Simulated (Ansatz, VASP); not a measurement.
Two plane-wave programs on ZnS

Contents of INCAR:

```
ALGO = Normal
EDIFF = 1E-7
ENCUT = 520
GGA = PE
ISIF = 2
ISMEAR = 0
LASPH = T
LCHARG = F
LREAL = F
LWAVE = F
NBANDS = 46
NELM = 80
PREC = Accurate
SIGMA = 0.05
```

Contents of KPOINTS:

```
k-points
0
Gamma
  8 8 2
```

Contents of POSCAR:

```
ZnS
1.0
   -3.8467234434      0.0000000000      0.0000000000
   -1.9233617217     -3.3313602233      0.0000000000
    0.0000000000      0.0000000000     14.0902250239
Zn S
4 4
Direct
    0.0000000000      0.0000000000      0.5863880474
    0.0000000000      0.0000000000      0.1396164379
    0.3333333333      0.3333333333      0.8097507691
    0.6666666667      0.6666666667      0.3629791596
    0.0000000000      0.0000000000      0.7536944997
    0.0000000000      1.0000000000      0.3069228903
    0.3333333333      0.3333333333      0.0838460225
    0.6666666667      0.6666666667      0.5306176319
```

Input for Ansatz:

```yaml
crystal:
  lattice:
    - [-3.8467234434, 0.0, 0.0]
    - [-1.9233617217, -3.3313602233, 0.0]
    - [0.0, 0.0, 14.0902250239]
  atoms:
    - { symbol: Zn, position: [0.0, 0.0, 0.5863880474] }
    - { symbol: Zn, position: [0.0, 0.0, 0.1396164379] }
    - { symbol: Zn, position: [0.3333333333, 0.3333333333, 0.8097507691] }
    - { symbol: Zn, position: [0.6666666667, 0.6666666667, 0.3629791596] }
    - { symbol: S, position: [0.0, 0.0, 0.7536944997] }
    - { symbol: S, position: [0.0, 1.0, 0.3069228903] }
    - { symbol: S, position: [0.3333333333, 0.3333333333, 0.0838460225] }
    - { symbol: S, position: [0.6666666667, 0.6666666667, 0.5306176319] }
basis:
  ecutwfc: 420
kpoints:
  mp_grid: { grid: [8, 8, 2] }
hamiltonian:
  xc: pbe
scf:
  occupations: { method: gaussian, width: 0.05 }
output:
  forces: true
  stress: true
  eigenvalues: true
```

Alike in both runs: task single point; functional PBE; k mesh 8 × 8 × 2; occupations gaussian, width 0.05 eV; no spin polarisation.

|  | VASP | Ansatz |
| --- | --- | --- |
| version | VASP 6.6.1 | Ansatz 0.2.0 |
| potentials or method | VASP PAW PBE potentials, release 64 (Zn, S), cutoff 520 eV | scalar-relativistic, plane waves, PAW |
| valence electrons in the cell | 72 | 72 |

|  | VASP | Ansatz | Ansatz less VASP |
| --- | --- | --- | --- |
| gap on the k mesh at the Fermi level (eV) | none | none | - |
| pressure (GPa) | -0.9 | -1.1 | -0.13 |
| traceless stress, the component that is largest in VASP (GPa) | -0.26 | -0.24 | +0.017 |
| rms of the force components (eV/Å) | 0.359 | 0.356 | -0.0024 |

Atom by atom the forces differ by 0.004 eV/Å (rms over components). A gap of «none» marks a metal or a gap that the smearing closes.
